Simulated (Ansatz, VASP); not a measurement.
**Two plane-wave programs on InGa2As3**

```xyz
12
Lattice="5.7012 -3.2884 0.0000 5.7012 3.2884 0.0000 0.0000 0.0000 6.1416" Properties=species:S:1:pos:R:3 pbc="T T T"
In    5.7012    1.1495    6.0786
In    5.7012   -1.1495    3.0078
Ga    1.9434    1.0749    6.0964
Ga    9.4590    1.0749    6.0964
Ga    9.4590   -1.0749    3.0256
Ga    1.9434   -1.0749    3.0256
As    2.0531    1.0101    2.2045
As    9.3493    1.0101    2.2045
As    9.3493   -1.0101    5.2753
As    2.0531   -1.0101    5.2753
As    5.7012    1.2635    2.4263
As    5.7012   -1.2635    5.4971
```

Alike in both runs: task single point; functional PBEsol; k mesh 4 × 4 × 4; occupations gaussian, width 0.1 eV; no spin polarisation.

```csv
,VASP,Ansatz
version,VASP 6.6.1,Ansatz 0.2.0
potentials or method,"VASP PAW PBE potentials, release 64 (In_d, Ga_d, As), cutoff 520 eV","scalar-relativistic, plane waves, PAW"
valence electrons in the cell,108,168
```

VASP gave:

- gap on the k mesh at the Fermi level (eV): 0.88
- least direct gap on the mesh (eV): 0.95
- pressure (GPa): 26.7
- traceless stress, the component that is largest in VASP (GPa): 1.32
- rms of the force components (eV/Å): 0.278

Task: Which values does Ansatz return?

Result: gap on the k mesh at the Fermi level (eV): 0.90; least direct gap on the mesh (eV): 0.95; pressure (GPa): 26.3; traceless stress, the component that is largest in VASP (GPa): 1.30; rms of the force components (eV/Å): 0.277.

VASP's potentials were made for PBE, not for PBEsol. Atom by atom the forces differ by 0.001 eV/Å (rms over components). The functional is the same, so the differences come from potentials, cutoffs and numerics. VASP's potentials hold 108 valence electrons a cell and Ansatz's 168, so a difference there can come from the potentials and not from the codes.
